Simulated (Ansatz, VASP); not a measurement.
# One calculation of SnTe, two programs

```
Sn Te
1.0
     0.00000    3.03024    3.15650
     3.03024    0.00000    3.15650
     3.03024    3.03024    0.00000
Sn Te
1 1
Direct
  0.00000 0.00000 0.00000
  0.50000 0.50000 0.50000
```

Change from the starting cell: strain -0.0400 x Voigt [1, 1, 0, 0, 0, 0], atoms carried along.

Alike in both runs: task single point; functional r2SCAN; k mesh 14 × 14 × 14; occupations gaussian, width 0.15 eV; no spin polarisation.

```csv
,VASP,Ansatz
version,VASP 6.6.1,Ansatz 0.2.0
potentials or method,"VASP PAW PBE potentials, release 64 (Sn_d, Te), cutoff 520 eV","scalar-relativistic, plane waves, PAW"
valence electrons in the cell,20,30
```

VASP gave:

* gap on the k mesh at the Fermi level (eV): 0.09
* least direct gap on the mesh (eV): 0.27
* pressure (GPa): 6.3
* traceless stress, the component that is largest in VASP (GPa): -4.69

Problem. What did Ansatz give for the same quantities?

Solution. gap on the k mesh at the Fermi level (eV): 0.09; least direct gap on the mesh (eV): 0.27; pressure (GPa): 6.3; traceless stress, the component that is largest in VASP (GPa): -4.67.

VASP's potentials were made for PBE, not for r2SCAN. VASP's potentials hold 20 valence electrons a cell and Ansatz's 30, so a difference there can come from the potentials and not from the codes.

Neither program's run includes spin-orbit coupling.
